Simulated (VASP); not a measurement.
Here is a VASP 6.6.1 calculation.

The input INCAR:

```
ALGO     = Normal         # electronic algorithm
EDIFF    = 1E-6           # SCF threshold, eV
ENCUT    = 520            # plane-wave cutoff, eV
ISIF     = 2              # what is computed and relaxed
ISMEAR   = 0              # smearing method
LASPH    = True           # aspherical terms in the spheres
LCHARG   = False          # write CHGCAR
LREAL    = False          # projectors in reciprocal space
LWAVE    = False          # write WAVECAR
NBANDS   = 8              # bands
NELM     = 80             # most SCF steps
PREC     = Accurate       # precision mode
SIGMA    = 0.1            # smearing width, eV
```

Contents of KPOINTS:

```
k-points
0
Gamma
  10 10 10
```

Contents of POSCAR:

```
Al
1.0
    0.0000000000      1.9892561566      1.9892561566
    1.9892561566      0.0000000000      1.9892561566
    1.9892561566      1.9892561566      0.0000000000
Al
1
Direct
    0.0000000000      0.0000000000      0.0000000000
```

Potentials or basis: VASP PAW LDA potentials, release 64 (Al).

Command:

```console
$ cat potpaw_LDA.64/Al/POTCAR > POTCAR
$ mpirun -np 1 vasp_std > vasp.out
```

**Question.** Predict the pressure.

**Answer.** 0.1 GPa.
